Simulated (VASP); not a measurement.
# BAs (F-43m) in VASP: single point with LDA

Aim: the single point of BAs with LDA.

Everything below comes from runs of VASP 6.6.1. Logs are shortened: lines on timing, memory, paths and dates and some standing lists are left out, and cuts for length are marked.

## 1. The cell of the first run

The structure is cubic, space group F-43m (No. 216). The conventional cell has a = 4.777 Å, b = 4.777 Å, c = 4.777 Å, α = 90.00°, β = 90.00°, γ = 90.00°. Within 2.7 Å of B (site symmetry -43m) lie 4 As at 2.07 Å. As (site symmetry -43m) has 4 B at 2.07 Å within 2.7 Å.

## 2. Single point, LDA

INCAR

```
SYSTEM = BAs
  ALGO = Normal
  EDIFF = 1E-6
  ENCUT = 520
  GGA = CA
  ISIF = 2
  ISMEAR = 0
  LASPH = .True.
  LCHARG = .False.
  LREAL = .False.
  LWAVE = .False.
  NBANDS = 11
  NELM = 80
  PREC = Accurate
  SIGMA = 0.01
```

KPOINTS

```
k-points
0
Gamma
  6 6 6
  0 0 0
```

POSCAR

```
BAs
1.0
    3.3778490000      0.0000000000      0.0000000000
    1.6889245000      2.9253030441      0.0000000000
    1.6889245000      0.9751010147      2.7580021594
B As
1 1
Direct
    0.0000000000      0.0000000000      0.0000000000
    0.2500000000      0.2500000000      0.2500000000
```

Potentials or basis: VASP PAW LDA potentials, release 64 (B, As).

Run with:

```sh
$ cat potpaw_LDA.64/B/POTCAR potpaw_LDA.64/As/POTCAR > POTCAR
$ mpirun -np 1 vasp_std > vasp.out
```

OUTCAR:

```text
SYSTEM = BAs
   EDIFF = 1E-6
   ENCUT = 520
   GGA = CA
   ISIF = 2
   ISMEAR = 0
   LASPH = .True.
   LREAL = .False.
   NELM = 80
   PREC = Accurate

 ion  position               nearest neighbor table
   1  0.000  0.000  0.000-   2 2.07   2 2.07   2 2.07   2 2.07
   2  0.250  0.250  0.250-   1 2.07   1 2.07   1 2.07   1 2.07

  LATTYP: Found a face centered cubic cell.
 ALAT       =     4.7769998674

  Lattice vectors:

 A1 = (   3.3778490000,   0.0000000000,   0.0000000000)
 A2 = (   1.6889245000,   2.9253030441,   0.0000000000)
 A3 = (   1.6889245000,   0.9751010147,   2.7580021594)

Analysis of symmetry for initial positions (statically):
=====================================================================
 Subroutine PRICEL returns:
 Original cell was already a primitive cell.

 Routine SETGRP: Setting up the symmetry group for a
 face centered cubic supercell.

 Subroutine GETGRP returns: Found 24 space group operations
 (whereof 24 operations were pure point group operations)
 out of a pool of 48 trial point group operations.

The static configuration has the point symmetry T_d .

Analysis of symmetry for dynamics (positions and initial velocities):
=====================================================================
 Subroutine PRICEL returns:
 Original cell was already a primitive cell.

 Routine SETGRP: Setting up the symmetry group for a
 face centered cubic supercell.

 Subroutine GETGRP returns: Found 24 space group operations
 (whereof 24 operations were pure point group operations)
 out of a pool of 48 trial point group operations.

The dynamic configuration has the point symmetry T_d .

 Subroutine INISYM returns: Found 24 space group operations
 (whereof 24 operations are pure point group operations),
 and found     1 'primitive' translations

----------------------------------------------------------------------------------------

                                     Primitive cell

  volume of cell :      27.2525

  direct lattice vectors                    reciprocal lattice vectors
     3.377849000  0.000000000  0.000000000     0.296046389 -0.170922463 -0.120860432
     1.688924500  2.925303044  0.000000000     0.000000000  0.341844925 -0.120860432
     1.688924500  0.975101015  2.758002159     0.000000000  0.000000000  0.362581297

  length of vectors
     3.377849000  3.377849000  3.377849000     0.362581297  0.362581297  0.362581297

[... 78 lines left out ...]
   ISYM   =      2    0-nonsym 1-usesym 2-fastsym
   POTIM  = 0.5000    time-step for ionic-motion
   TEBEG  =    0.0;   TEEND  =   0.0 temperature during run
   PSTRESS=    0.0 pullay stress
   NELECT =       8.0000    total number of electrons
   NUPDOWN=      -1.0000    fix difference up-down
   EMIN   =  10.00;   EMAX   =-10.00  energy-range for DOS
   EFERMI =   0.00;   METHOD = LEGACY
   ISMEAR =     0;   SIGMA  =   0.01  broadening in eV -4-tet -1-fermi 0-gaus
   EFERMI_NEDOS =   21; number of points for ismear=-14 and -15
   IALGO  =     38    algorithm
   IMIX   =      4    mixing-type and parameters
     AMIX     =   0.40;   BMIX     =  1.00
     AMIX_MAG =   1.60;   BMIX_MAG =  1.00
  volume/ion in A,a.u.               =      13.63        91.95
  Fermi-wavevector in a.u.,A,eV,Ry     =   1.088018  2.056057 16.106361  1.183784
  Thomas-Fermi vector in A             =   2.224191
   LORBIT       =      0    0 simple, 1 ext, 2 COOP (PROOUT), +10 PAW based schemes
   GGA     = CA    functional components
   LHFCALC =     F    Hartree Fock is set to
   AEXX    =    0.0000 exact exchange contribution
   IVDW    =     0    specifies the selected vdW correction
   LEPSILON=     F    determine dielectric tensor
   LRPA    =     F    only Hartree local field effects (RPA)
 non-spin polarized calculation
 Gauss-broadening in eV      SIGMA  =   0.01
  energy-cutoff  :      520.00
  volume of cell :       27.25
 maximum number of plane-waves:       754
 NGX is ok and might be reduce to    28
   NGX = 13   NGY = 13   NGZ = 13

 number of electron       8.0000000 magnetization

 Free energy of the ion-electron system (eV)
  ---------------------------------------------------
  ext. energy  EPLUGINS =         0.00000000
  ---------------------------------------------------
  free energy    TOTEN  =       -12.90202177 eV

  energy without entropy =      -12.90202177  energy(sigma->0) =      -12.90202177

 E-fermi :   6.2043     XC(G=0): -10.7821

 val. band max:        6.1630924282   @ k =   0.0000   0.0000   0.0000
 cond. band min:       7.3839856331   @ k =   0.3333   0.3333   0.0000
 fundamental gap:      1.2208932049
 Fermi energy:         6.2043218988

 k-point     1 :       0.0000    0.0000    0.0000
  band No.  band energies     occupation
      1      -9.2158      2.00000
      2       6.1631      2.00000
      3       6.1631      2.00000
      4       6.1631      2.00000
      5       9.4096      0.00000
      6       9.4096      0.00000
      7       9.4096      0.00000
      8      10.8555      0.00000
      9      15.5146      0.00000
     10      19.1917      0.00000
     11      19.1917      0.00000
[... 197 lines left out ...]
 k-point    16 :      -0.3333    0.5000    0.1667
  band No.  band energies     occupation
      1      -4.9597      2.00000
      2      -1.9277      2.00000
      3       0.9970      2.00000
      4       1.1888      2.00000
      5       9.8989      0.00000
      6      10.0619      0.00000
      7      14.7589      0.00000
      8      14.9413      0.00000
      9      18.3095      0.00000
     10      21.6962      0.00000
     11      21.9009      0.00000

------------------------ aborting loop because EDIFF is reached ----------------------------------------

  FORCE on cell =-STRESS in cart. coord.  units (eV):
  Direction    XX          YY          ZZ          XY          YZ          ZX
  --------------------------------------------------------------------------------------
  -------------------------------------------------------------------------------------
  Total       -0.5197195     -0.5197195     -0.5197195     -0.0000000     -0.0000000     -0.0000000
  in kB      -30.5544098    -30.5544098    -30.5544098     -0.0000000     -0.0000000     -0.0000000
  external PRESSURE =     -30.5544098 kB  Pullay stress =       0.0000000 kB

 VOLUME and BASIS-vectors are now :
 -----------------------------------------------------------------------------
  energy-cutoff  :      520.00
  volume of cell :       27.25
      direct lattice vectors                 reciprocal lattice vectors
     3.377849000  0.000000000  0.000000000     0.296046389 -0.170922463 -0.120860432
     1.688924500  2.925303044  0.000000000     0.000000000  0.341844925 -0.120860432
     1.688924500  0.975101015  2.758002159     0.000000000  0.000000000  0.362581297

 POSITION                                       TOTAL-FORCE (eV/Angst)
 -----------------------------------------------------------------------------------
      0.00000      0.00000      0.00000        -0.000000     -0.000000     -0.000000
      1.68892      0.97510      0.68950         0.000000      0.000000      0.000000
 -----------------------------------------------------------------------------------
    total drift:                               -0.000000     -0.000000     -0.000000

  FREE ENERGIE OF THE ION-ELECTRON SYSTEM (eV)
  ---------------------------------------------------
  free  energy   TOTEN  =       -12.9020217693 eV

  energy  without entropy=      -12.9020217693  energy(sigma->0) =      -12.90202177
```

OSZICAR:

```text
N       E                     dE             d eps       ncg     rms          rms(c)
DAV:   1     0.102604385174E+02    0.10260E+02   -0.34787E+03   352   0.624E+02
DAV:   2    -0.129670498009E+02   -0.23227E+02   -0.22140E+02   469   0.105E+02
DAV:   3    -0.136291051733E+02   -0.66206E+00   -0.66047E+00   427   0.167E+01
DAV:   4    -0.136308973294E+02   -0.17922E-02   -0.17921E-02   394   0.102E+00
DAV:   5    -0.136309004334E+02   -0.31040E-05   -0.31040E-05   417   0.440E-02    0.502E+00
DAV:   6    -0.129957838620E+02    0.63512E+00   -0.16978E+00   376   0.522E+00    0.236E+00
DAV:   7    -0.129153876969E+02    0.80396E-01   -0.19204E-01   409   0.219E+00    0.894E-01
DAV:   8    -0.129019865278E+02    0.13401E-01   -0.23512E-02   400   0.809E-01    0.977E-02
DAV:   9    -0.129020133950E+02   -0.26867E-04   -0.78198E-04   397   0.170E-01    0.568E-02
DAV:  10    -0.129020204375E+02   -0.70425E-05   -0.77063E-05   379   0.501E-02    0.124E-02
DAV:  11    -0.129020219038E+02   -0.14663E-05   -0.19382E-06   409   0.849E-03    0.117E-02
DAV:  12    -0.129020217693E+02    0.13453E-06   -0.77334E-07   203   0.375E-03
   1 F= -.12902022E+02 E0= -.12902022E+02  d E =-.324819E-11
```

stdout:

```text
POSCAR found type information on POSCAR B As
 POSCAR found :  2 types and       2 ions
 scaLAPACK will be used
 LDA part: xc-table for (Slater(with rela. corr.)+CA(PZ))
 , standard interpolation
 POSCAR, INCAR and KPOINTS ok, starting setup
 FFT: planning ... GRIDC
 FFT: planning ... GRID_SOFT
 FFT: planning ... GRID
 WAVECAR not read
 entering main loop
```

Run time: 5.8 s. Hardware: 1 thread of Intel Xeon Platinum 8259CL at 2.50GHz (Skylake/Cascade Lake), shared host; peak memory 0.14 GiB.

Results:

```yaml
Free_energy: -12.9020 eV
Pressure: -3.1 GPa
Band_gap_on_the_k_mesh: 1.22 eV, indirect (least direct gap 3.25 eV)
```

A k mesh can miss the band edges. Expect the measured gap to be larger: semilocal functionals such as LDA lack the derivative discontinuity.
